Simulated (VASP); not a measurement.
# GeW (P6_3/mmc) in VASP: single point with PBE

Aim: the single point of GeW with PBE.

Everything below comes from runs of VASP 6.6.1. Logs are shortened: lines on timing, memory, paths and dates and some standing lists are left out, and cuts for length are marked.

## Step 1: The cell of the first run

Symmetry: P6_3/mmc, No. 194, hexagonal system. Conventional cell: a = 4.040 Å, b = 4.040 Å, c = 4.904 Å, α = 90.00°, β = 90.00°, γ = 120.00°. Within 3.2 Å of Ge (site symmetry -3m) lie 2 Ge at 2.45 Å and 6 W at 2.63 Å. W (site symmetry -6m2) has 6 Ge at 2.63 Å and 6 W at 3.38 Å within 3.5 Å.

## Step 2: Single point, PBE

INCAR reads:

```
  PREC = Accurate
  ENCUT = 520
  EDIFF = 1E-6
  ISMEAR = 0
  SIGMA = 0.1
  LREAL = False
  LASPH = True
  NELM = 100
  ALGO = Normal
  ISIF = 2
  LWAVE = False
  LCHARG = False
  GGA = PE
  NBANDS = 36
```

KPOINTS reads:

```
regular mesh
0
Gamma
  6 6 4
```

POSCAR reads:

```
GeW
1.0
    4.0398916600      0.0000000000      0.0000000000
   -2.0199458300      3.4986488100      0.0000000000
    0.0000000000      0.0000000000      4.9037920800
Ge W
2 2
Direct
    0.0000000000      0.0000000000      0.0000000000
    0.0000000000      0.0000000000      0.5000000000
    0.3333333300      0.6666666700      0.2500000000
    0.6666666700      0.3333333300      0.7500000000
```

Potentials or basis: VASP PAW PBE potentials, release 64 (Ge_d, W_sv).

Started as:

```
$ cat potpaw_PBE.64/Ge_d/POTCAR potpaw_PBE.64/W_sv/POTCAR > POTCAR
$ mpirun -np 1 vasp_std > vasp.out
```

OUTCAR:

```text
PREC = Accurate
   ENCUT = 520
   EDIFF = 1E-6
   ISMEAR = 0
   LREAL = False
   LASPH = True
   NELM = 100
   ISIF = 2
   GGA = PE

 ion  position               nearest neighbor table
   1  0.000  0.000  0.000-   2 2.45   2 2.45   4 2.63   3 2.63   4 2.63   3 2.63   4 2.63   3 2.63

   2  0.000  0.000  0.500-   1 2.45   1 2.45   4 2.63   3 2.63   4 2.63   3 2.63   4 2.63   3 2.63

   3  0.333  0.667  0.250-   1 2.63   2 2.63   1 2.63   2 2.63   1 2.63   2 2.63   4 3.38   4 3.38
                             4 3.38   4 3.38   4 3.38   4 3.38
   4  0.667  0.333  0.750-   1 2.63   2 2.63   1 2.63   2 2.63   1 2.63   2 2.63   3 3.38   3 3.38
                             3 3.38   3 3.38   3 3.38   3 3.38

  LATTYP: Found a hexagonal cell.
 ALAT       =     4.0398916600
 C/A-ratio  =     1.2138424722

  Lattice vectors:

 A1 = (   4.0398916600,   0.0000000000,   0.0000000000)
 A2 = (  -2.0199458300,   3.4986488100,   0.0000000000)
 A3 = (   0.0000000000,   0.0000000000,   4.9037920800)

Analysis of symmetry for initial positions (statically):
=====================================================================
 Subroutine PRICEL returns:
 Original cell was already a primitive cell.

 Routine SETGRP: Setting up the symmetry group for a
 hexagonal supercell.

 Subroutine GETGRP returns: Found 24 space group operations
 (whereof 12 operations were pure point group operations)
 out of a pool of 24 trial point group operations.

The static configuration has the point symmetry D_3d.
 The point group associated with its full space group is D_6h.

Analysis of symmetry for dynamics (positions and initial velocities):
=====================================================================
 Subroutine PRICEL returns:
 Original cell was already a primitive cell.

 Routine SETGRP: Setting up the symmetry group for a
 hexagonal supercell.

 Subroutine GETGRP returns: Found 24 space group operations
 (whereof 12 operations were pure point group operations)
 out of a pool of 24 trial point group operations.

The dynamic configuration has the point symmetry D_3d.
 The point group associated with its full space group is D_6h.

 Subroutine INISYM returns: Found 24 space group operations
 (whereof 12 operations are pure point group operations),
 and found     1 'primitive' translations

----------------------------------------------------------------------------------------

                                     Primitive cell

  volume of cell :      69.3110

  direct lattice vectors                    reciprocal lattice vectors
     4.039891660  0.000000000  0.000000000     0.247531390  0.142912315  0.000000000
    -2.019945830  3.498648810  0.000000000     0.000000000  0.285824630  0.000000000
     0.000000000  0.000000000  4.903792080     0.000000000  0.000000000  0.203923817

  length of vectors
     4.039891660  4.039891663  4.903792080     0.285824630  0.285824630  0.203923817

  position of ions in fractional coordinates (direct lattice)
     0.000000000  0.000000000  0.000000000
     0.000000000  0.000000000  0.500000000
     0.333333330  0.666666670  0.250000000
     0.666666670  0.333333330  0.750000000

  ion indices of the primitive-cell ions
   primitive index   ion index
                 1           1
                 2           2
                 3           3
                 4           4

----------------------------------------------------------------------------------------

 KPOINTS: regular mesh

Automatic generation of k-mesh.
 Grid dimensions read from file:
 generate k-points for:    6    6    4

 Generating k-lattice:

  Cartesian coordinates                     Fractional coordinates (reciprocal lattice)
     0.041255232  0.023818719  0.000000000     0.166666667  0.000000000  0.000000000
     0.000000000  0.047637438  0.000000000     0.000000000  0.166666667  0.000000000
     0.000000000  0.000000000  0.050980954     0.000000000  0.000000000  0.250000000

  Length of vectors
     0.047637438  0.047637438  0.050980954

  Shift w.r.t. Gamma in fractional coordinates (k-lattice)
     0.000000000  0.000000000  0.000000000

 Subroutine IBZKPT returns following result:
 ===========================================

 Found     21 irreducible k-points:

 Following reciprocal coordinates:
            Coordinates               Weight
  0.000000  0.000000  0.000000      1.000000
  0.166667  0.000000  0.000000      6.000000
  0.333333  0.000000  0.000000      6.000000
  0.500000  0.000000  0.000000      3.000000
  0.166667  0.166667  0.000000      6.000000
  0.333333  0.166667  0.000000     12.000000
[... 13 lines left out ...]
  0.333333  0.166667  0.500000     12.000000
  0.333333  0.333333  0.500000      2.000000
   k-points           NKPTS =     21   k-points in BZ     NKDIM =     21   number of bands    NBANDS=     36
   number of dos      NEDOS =    301   number of ions     NIONS =      4
   total plane-waves  NPLWV =  32400
   dimension x,y,z NGX =    30 NGY =   30 NGZ =   36
   dimension x,y,z NGXF=    60 NGYF=   60 NGZF=   72
   ions per type =               2   2
   NGX,Y,Z   is equivalent  to a cutoff of  12.35, 12.35, 12.20 a.u.
   NGXF,Y,Z  is equivalent  to a cutoff of  24.69, 24.69, 24.41 a.u.
 SYSTEM =  unknown system
   PREC   = accura    normal or accurate (medium, high low for compatibility)
   ISTART =      0    job   : 0-new  1-cont  2-samecut
   ICHARG =      2    charge: 1-file 2-atom 10-const
   ISPIN  =      1    spin polarized calculation?
   LNONCOLLINEAR =      F non collinear calculations
   LSORBIT =      F    spin-orbit coupling
   LASPH  =      T    aspherical Exc in radial PAW
   ENCUT  =  520.0 eV  38.22 Ry    6.18 a.u.   7.51  7.51  9.12*2*pi/ulx,y,z
   NELM   =    100;   NELMIN=  2; NELMDL= -5     # of ELM steps
   EDIFF  = 0.1E-05   stopping-criterion for ELM
   LREAL  =      F    real-space projection
   EDIFFG = 0.1E-04   stopping-criterion for IOM
   NSW    =      0    number of steps for IOM
   IBRION =     -1    ionic relax: 0-MD 1-quasi-New 2-CG
   NFREE  =      0    steps in history (QN), initial steepest desc. (CG)
   ISIF   =      2    stress and relaxation
   ISYM   =      2    0-nonsym 1-usesym 2-fastsym
   POTIM  = 0.5000    time-step for ionic-motion
   TEBEG  =    0.0;   TEEND  =   0.0 temperature during run
   PSTRESS=    0.0 pullay stress
   NELECT =      56.0000    total number of electrons
   NUPDOWN=      -1.0000    fix difference up-down
   EMIN   =  10.00;   EMAX   =-10.00  energy-range for DOS
   EFERMI =   0.00;   METHOD = LEGACY
   ISMEAR =     0;   SIGMA  =   0.10  broadening in eV -4-tet -1-fermi 0-gaus
   EFERMI_NEDOS =   21; number of points for ismear=-14 and -15
   IALGO  =     38    algorithm
   IMIX   =      4    mixing-type and parameters
     AMIX     =   0.40;   BMIX     =  1.00
     AMIX_MAG =   1.60;   BMIX_MAG =  1.00
  volume/ion in A,a.u.               =      17.33       116.93
  Fermi-wavevector in a.u.,A,eV,Ry     =   1.524767  2.881392 31.632378  2.324914
  Thomas-Fermi vector in A             =   2.633029
   LORBIT       =      0    0 simple, 1 ext, 2 COOP (PROOUT), +10 PAW based schemes
   GGA     = PE    functional components
   LHFCALC =     F    Hartree Fock is set to
   AEXX    =    0.0000 exact exchange contribution
   IVDW    =     0    specifies the selected vdW correction
   LEPSILON=     F    determine dielectric tensor
   LRPA    =     F    only Hartree local field effects (RPA)
 non-spin polarized calculation
 Gauss-broadening in eV      SIGMA  =   0.10
  energy-cutoff  :      520.00
  volume of cell :       69.31
 maximum number of plane-waves:      1888
   NGX = 15   NGY = 15   NGZ = 19

 number of electron      56.0000009 magnetization

 Free energy of the ion-electron system (eV)
  ---------------------------------------------------
  ext. energy  EPLUGINS =         0.00000000
  ---------------------------------------------------
  free energy    TOTEN  =       -31.27742155 eV

  energy without entropy =      -31.22792597  energy(sigma->0) =      -31.25267376

 E-fermi :   8.9524     XC(G=0): -12.3133

 val. band max:        8.9522436193   @ k =   0.3333   0.0000   0.0000
 cond. band min:       8.9613943830   @ k =   0.1667   0.1667   0.2500
 fundamental gap:      0.0091507637
 Fermi energy:         8.9524002153

 k-point     1 :       0.0000    0.0000    0.0000
  band No.  band energies     occupation
      1     -65.3035      2.00000
      2     -65.2937      2.00000
      3     -29.6339      2.00000
      4     -29.5349      2.00000
      5     -29.5349      2.00000
      6     -29.4782      2.00000
[... 28 lines left out ...]
     35      15.0725      0.00000
     36      15.0726      0.00000

 k-point     2 :       0.1667    0.0000    0.0000
  band No.  band energies     occupation
      1     -65.3028      2.00000
      2     -65.2942      2.00000
      3     -29.6234      2.00000
      4     -29.5385      2.00000
      5     -29.5375      2.00000
      6     -29.4874      2.00000
[... 28 lines left out ...]
     35      14.0450      0.00000
     36      15.5751      0.00000

 k-point     3 :       0.3333    0.0000    0.0000
  band No.  band energies     occupation
      1     -65.3011      2.00000
      2     -65.2955      2.00000
      3     -29.5970      2.00000
      4     -29.5466      2.00000
      5     -29.5452      2.00000
      6     -29.5062      2.00000
[... 28 lines left out ...]
     35      12.6498      0.00000
     36      15.9656      0.00000
[... 625 lines left out ...]
 k-point    20 :       0.3333    0.1667    0.5000
  band No.  band energies     occupation
      1     -65.2982      2.00000
      2     -65.2982      2.00000
      3     -29.5982      2.00000
      4     -29.5982      2.00000
      5     -29.5182      2.00000
      6     -29.5182      2.00000
[... 28 lines left out ...]
     35      14.0420      0.00000
     36      14.0420      0.00000

 k-point    21 :       0.3333    0.3333    0.5000
  band No.  band energies     occupation
      1     -65.2981      2.00000
      2     -65.2981      2.00000
      3     -29.5992      2.00000
      4     -29.5992      2.00000
      5     -29.5246      2.00000
      6     -29.5246      2.00000
[... 28 lines left out ...]
     35      14.3950      0.00000
     36      14.3950      0.00000

------------------------ aborting loop because EDIFF is reached ----------------------------------------

  FORCE on cell =-STRESS in cart. coord.  units (eV):
  Direction    XX          YY          ZZ          XY          YZ          ZX
  --------------------------------------------------------------------------------------
  -------------------------------------------------------------------------------------
  Total       -1.7113660     -1.7113661      1.2472381      0.0000000      0.0000000      0.0000000
  in kB      -39.5595531    -39.5595532     28.8308753      0.0000000      0.0000000      0.0000000
  external PRESSURE =     -16.7627437 kB  Pullay stress =       0.0000000 kB

 VOLUME and BASIS-vectors are now :
 -----------------------------------------------------------------------------
  energy-cutoff  :      520.00
  volume of cell :       69.31
      direct lattice vectors                 reciprocal lattice vectors
     4.039891660  0.000000000  0.000000000     0.247531390  0.142912315  0.000000000
    -2.019945830  3.498648810  0.000000000     0.000000000  0.285824630  0.000000000
     0.000000000  0.000000000  4.903792080     0.000000000  0.000000000  0.203923817

 POSITION                                       TOTAL-FORCE (eV/Angst)
 -----------------------------------------------------------------------------------
      0.00000      0.00000      0.00000         0.000000     -0.000000      0.000000
      0.00000      0.00000      2.45190         0.000000     -0.000000      0.000000
     -0.00000      2.33243      1.22595        -0.000000      0.000000     -0.000000
      2.01995      1.16622      3.67784         0.000000     -0.000000      0.000000
 -----------------------------------------------------------------------------------
    total drift:                                0.000000     -0.000000      0.000000

  FREE ENERGIE OF THE ION-ELECTRON SYSTEM (eV)
  ---------------------------------------------------
  free  energy   TOTEN  =       -31.2774215477 eV

  energy  without entropy=      -31.2279259651  energy(sigma->0) =      -31.25267376
```

Run time: 26 s. Hardware: 1 thread of Intel Xeon Platinum 8488C (Sapphire Rapids), shared host; peak memory 0.2 GiB.

What came out:

```yaml
Free_energy: -31.2774 eV
Pressure: -1.7 GPa
Band_gap_on_the_k_mesh: zero (band 28 reaches 9.36 eV, above the bottom of band 29 at 7.78 eV)
```

Caveat: spin-orbit coupling is left out, which moves the levels of the heavy elements.
